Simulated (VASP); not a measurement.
# Cl (Cmce) in VASP: notebook

Cl is run at these levels: PBE-based screened hybrid with 15 % exact exchange, PBEsol; tasks: single point.

Program: VASP 6.6.1. These are calculated values, not measurements. Logs are shortened: lines on timing, memory, paths and dates and some standing lists are left out, and cuts for length are marked.

### 1 The cell of the first run

It takes space group Cmce (No. 64, orthorhombic). The conventional cell has a = 6.250 Å, b = 4.014 Å, c = 8.147 Å, α = 90.00°, β = 90.00°, γ = 90.00°. Cl (site symmetry m) has 1 Cl at 2.02 Å within 2.7 Å.

### 2 Single point, PBE-based screened hybrid with 15 % exact exchange

The input, POSCAR:

```
Cl
1.0
    3.1252371057     -2.0072452166      0.0000000000
    3.1252371057      2.0072452166      0.0000000000
    0.0000000000      0.0000000000      8.1465598679
Cl
4
Direct
    0.8756350467      0.1243649533      0.6074783337
    0.1243649533      0.8756350467      0.3925216663
    0.6243649533      0.3756350467      0.1074783337
    0.3756350467      0.6243649533      0.8925216663
```

The input, INCAR.step1:

```
PREC = Accurate ; ENCUT = 520
EDIFF = 1E-5 ; ISMEAR = 0
SIGMA = 0.01 ; LREAL = F
LASPH = T ; NELM = 60
ALGO = Normal ; ISIF = 2
LWAVE = T ; LCHARG = F
NBANDS = 22 ; GGA = PE
```

The input, INCAR.step2:

```
PREC = Accurate ; ENCUT = 520
EDIFF = 1E-7 ; ISMEAR = 0
SIGMA = 0.01 ; LREAL = F
LASPH = T ; NELM = 60
ALGO = Normal ; ISIF = 2
LWAVE = F ; LCHARG = F
GGA = PE ; LHFCALC = T
AEXX = 0.15 ; HFSCREEN = 0.3
PRECFOCK = Normal ; NBANDS = 22
ISTART = 1
```

The input, KPOINTS:

```
regular mesh
0
Gamma
  4 4 2
```

Potentials or basis: VASP PAW PBE potentials, release 64 (Cl).

Run with:

```console
cat potpaw_PBE.64/Cl/POTCAR > POTCAR
cp INCAR.step1 INCAR
mpirun -np 1 vasp_std > vasp.out
cp INCAR.step2 INCAR
mpirun -np 1 vasp_std > vasp.out
```

OUTCAR:

```text
PREC = Accurate
   ENCUT = 520
   EDIFF = 1E-7
   ISMEAR = 0
   LREAL = F
   LASPH = T
   NELM = 60
   ISIF = 2
   GGA = PE
   LHFCALC = T
   AEXX = 0.15
   HFSCREEN = 0.3
   PRECFOCK = Normal
   ISTART = 1

 ion  position               nearest neighbor table
   1  0.876  0.124  0.607-   2 2.02
   2  0.124  0.876  0.393-   1 2.02
   3  0.624  0.376  0.107-   4 2.02
   4  0.376  0.624  0.893-   3 2.02

  LATTYP: Found a base centered orthorhombic cell.
 ALAT       =     4.0144904332
 B/A-ratio  =     1.5569782306
 C/A-ratio  =     2.0292886491

  Lattice vectors:

 A1 = (  -3.1252371057,  -2.0072452166,   0.0000000000)
 A2 = (   3.1252371057,  -2.0072452166,   0.0000000000)
 A3 = (   0.0000000000,   0.0000000000,   8.1465598679)

Analysis of symmetry for initial positions (statically):
=====================================================================
 Subroutine PRICEL returns:
 Original cell was already a primitive cell.

 Routine SETGRP: Setting up the symmetry group for a
 base centered orthorhombic supercell.

 Subroutine GETGRP returns: Found  8 space group operations
 (whereof  4 operations were pure point group operations)
 out of a pool of  8 trial point group operations.

The static configuration has the point symmetry C_2h.
 The point group associated with its full space group is D_2h.

Analysis of symmetry for dynamics (positions and initial velocities):
=====================================================================
 Subroutine PRICEL returns:
 Original cell was already a primitive cell.

 Routine SETGRP: Setting up the symmetry group for a
 base centered orthorhombic supercell.

 Subroutine GETGRP returns: Found  8 space group operations
 (whereof  4 operations were pure point group operations)
 out of a pool of  8 trial point group operations.

The dynamic configuration has the point symmetry C_2h.
 The point group associated with its full space group is D_2h.

[... 88 lines left out ...]
   LASPH  =      T    aspherical Exc in radial PAW
   ENCUT  =  520.0 eV  38.22 Ry    6.18 a.u.   6.91  6.91 15.15*2*pi/ulx,y,z
   NELM   =     60;   NELMIN=  2; NELMDL=  0     # of ELM steps
   EDIFF  = 0.1E-06   stopping-criterion for ELM
   LREAL  =      F    real-space projection
   EDIFFG = 0.1E-05   stopping-criterion for IOM
   NSW    =      0    number of steps for IOM
   IBRION =     -1    ionic relax: 0-MD 1-quasi-New 2-CG
   NFREE  =      0    steps in history (QN), initial steepest desc. (CG)
   ISIF   =      2    stress and relaxation
   ISYM   =      3    0-nonsym 1-usesym 2-fastsym
   POTIM  = 0.5000    time-step for ionic-motion
   TEBEG  =    0.0;   TEEND  =   0.0 temperature during run
   PSTRESS=    0.0 pullay stress
   NELECT =      28.0000    total number of electrons
   NUPDOWN=      -1.0000    fix difference up-down
   EMIN   =  10.00;   EMAX   =-10.00  energy-range for DOS
   EFERMI =   0.00;   METHOD = LEGACY
   ISMEAR =     0;   SIGMA  =   0.01  broadening in eV -4-tet -1-fermi 0-gaus
   EFERMI_NEDOS =   21; number of points for ismear=-14 and -15
   IALGO  =     38    algorithm
   IMIX   =      1    mixing-type and parameters
     AMIX     =   0.40;   BMIX     =  1.00
     AMIX_MAG =   1.60;   BMIX_MAG =  1.00
  volume/ion in A,a.u.               =      25.55       172.43
  Fermi-wavevector in a.u.,A,eV,Ry     =   1.063241  2.009234 15.381127  1.130481
  Thomas-Fermi vector in A             =   2.198719
   LORBIT       =      0    0 simple, 1 ext, 2 COOP (PROOUT), +10 PAW based schemes
   GGA     = PE    functional components
   LHFCALC =     T    Hartree Fock is set to
   PRECFOCK=normal    Normal, Fast or Accurate (Low or Medium for compatibility)
   ENCUT4O =  -1.0   cutoff for four orbital integrals eV
   NKREDX  =     1    reduce k-point grid by
   NKREDY  =     1    reduce k-point grid by
   NKREDZ  =     1    reduce k-point grid by
   AEXX    =    0.1500 exact exchange contribution
   HFSCREEN=    0.3000 screening length (either q_TF or 0.3 A-1)
   HFSCREENC=   0.3000 screening length for correlation (either q_TF or 0.3 A-1)
   ENCUTFOCK=  -1.0 apply spherical cutoff to Coloumb kernel
   IVDW    =     0    specifies the selected vdW correction
   LEPSILON=     F    determine dielectric tensor
   LRPA    =     F    only Hartree local field effects (RPA)
 non-spin polarized calculation
 Gauss-broadening in eV      SIGMA  =   0.01
  energy-cutoff  :      520.00
  volume of cell :      102.21
 maximum number of plane-waves:      2776
  NGX = 24; NGY = 24; NGZ = 48

 number of electron      28.0000005 magnetization

 Free energy of the ion-electron system (eV)
  ---------------------------------------------------
  ext. energy  EPLUGINS =         0.00000000
  ---------------------------------------------------
  free energy    TOTEN  =        -8.84850695 eV

  energy without entropy =       -8.84850695  energy(sigma->0) =       -8.84850695

 E-fermi :  -0.0085     XC(G=0):  -7.5894

 val. band max:       -0.0558371355   @ k =   0.0000   0.0000   0.0000
 cond. band min:       2.9743250748   @ k =   0.0000   0.0000   0.0000
 fundamental gap:      3.0301622103
 Fermi energy:        -0.0085458215

 k-point     1 :       0.0000    0.0000    0.0000
  band No.  band energies     occupation
      1     -17.7633      2.00000
      2     -17.3860      2.00000
      3     -13.7724      2.00000
      4     -12.7263      2.00000
      5      -5.9076      2.00000
      6      -4.3592      2.00000
[... 339 lines left out ...]
     21      10.8892      0.00000
     22      10.8892      0.00000

------------------------ aborting loop because EDIFF is reached ----------------------------------------

  FORCE on cell =-STRESS in cart. coord.  units (eV):
  Direction    XX          YY          ZZ          XY          YZ          ZX
  --------------------------------------------------------------------------------------
  -------------------------------------------------------------------------------------
  Total        1.2905695      0.8507710     -0.1927137      0.0000000     -0.0000000      0.0000000
  in kB       20.2303926     13.3363078     -3.0208943      0.0000000     -0.0000000      0.0000000
  external PRESSURE =      10.1819353 kB  Pullay stress =       0.0000000 kB

 VOLUME and BASIS-vectors are now :
 -----------------------------------------------------------------------------
  energy-cutoff  :      520.00
  volume of cell :      102.21
      direct lattice vectors                 reciprocal lattice vectors
     3.125237106 -2.007245217  0.000000000     0.159987861 -0.249097617  0.000000000
     3.125237106  2.007245217  0.000000000     0.159987861  0.249097617  0.000000000
     0.000000000  0.000000000  8.146559868     0.000000000  0.000000000  0.122751200

 POSITION                                       TOTAL-FORCE (eV/Angst)
 -----------------------------------------------------------------------------------
      3.12524     -1.50798      4.94886         0.000000     -0.223321     -0.378902
      3.12524      1.50798      3.19770         0.000000      0.223321      0.378902
      3.12524     -0.49926      0.87558         0.000000      0.223321     -0.378902
      3.12524      0.49926      7.27098         0.000000     -0.223321      0.378902
 -----------------------------------------------------------------------------------
    total drift:                               -0.000000     -0.000000      0.000000

  FREE ENERGIE OF THE ION-ELECTRON SYSTEM (eV)
  ---------------------------------------------------
  free  energy   TOTEN  =        -8.8485069536 eV

  energy  without entropy=       -8.8485069536  energy(sigma->0) =       -8.84850695
```

OSZICAR.step1:

```text
N       E                     dE             d eps       ncg     rms          rms(c)
DAV:   1     0.182674516451E+03    0.18267E+03   -0.12449E+04   616   0.109E+03
DAV:   2     0.461311484813E+01   -0.17806E+03   -0.17229E+03   898   0.214E+02
DAV:   3    -0.751238628136E+01   -0.12126E+02   -0.12067E+02   774   0.624E+01
DAV:   4    -0.767593231689E+01   -0.16355E+00   -0.16346E+00   812   0.856E+00
DAV:   5    -0.767881342508E+01   -0.28811E-02   -0.28810E-02   800   0.112E+00    0.164E+01
DAV:   6    -0.734998602888E+01    0.32883E+00   -0.22153E-01   772   0.269E+00    0.107E+01
DAV:   7    -0.724963115992E+01    0.10035E+00   -0.50117E-01   742   0.391E+00    0.814E-01
DAV:   8    -0.723792108444E+01    0.11710E-01   -0.63050E-02   724   0.152E+00    0.395E-01
DAV:   9    -0.723803175788E+01   -0.11067E-03   -0.16788E-03   778   0.252E-01    0.911E-02
DAV:  10    -0.723812062670E+01   -0.88869E-04   -0.14567E-04   824   0.756E-02    0.466E-02
DAV:  11    -0.723812017330E+01    0.45340E-06   -0.38431E-05   760   0.363E-02
   1 F= -.72381202E+01 E0= -.72381202E+01  d E =-.818777E-12
```

It took 38 min on 1 thread of Intel Xeon Platinum 8375C at 2.90GHz (Ice Lake), shared host; peak memory 0.33 GiB.

Results:

```
Free energy            : -8.8485 eV
Pressure               : 1.0 GPa
Largest force          : 0.440 eV/Å
Band gap on the k mesh : 3.03 eV
```

Forces on the atoms (eV/Å):
```
Cl   0.000 -0.223 -0.379
Cl   0.000  0.223  0.379
Cl   0.000  0.223 -0.379
Cl   0.000 -0.223  0.379
```

Levels at points of the mesh, in eV from the valence-band top:
```
           k point  band 11  band 12  band 13  band 14  band 15  band 16  band 17  band 18
(0.00, 0.00, 0.00)    -0.97    -0.42    -0.12     0.00     3.03     4.07     7.75     7.91
(0.50, 0.00, 0.00)    -0.97    -0.97    -0.29    -0.29     3.77     3.77     8.72     8.72
(0.50, 0.50, 0.00)    -1.66    -1.21    -0.49    -0.28     3.12     3.79     9.00     9.04
(0.00, 0.00, 0.50)    -0.84    -0.84    -0.06    -0.06     3.47     3.47     8.17     8.17
(0.50, 0.00, 0.50)    -0.71    -0.71    -0.05    -0.05     3.47     3.47     9.03     9.03
(0.50, 0.50, 0.50)    -0.98    -0.98    -0.92    -0.92     3.38     3.38     9.64     9.64
```

Caveat: the k points lie up to 0.47 Å⁻¹ apart; this functional lacks dispersion, which holds the molecules together, so the pressure and a relaxed volume are unreliable; the PAW data sets were made with another functional, which shifts forces and pressure a little.

[end of part 1 of 2]
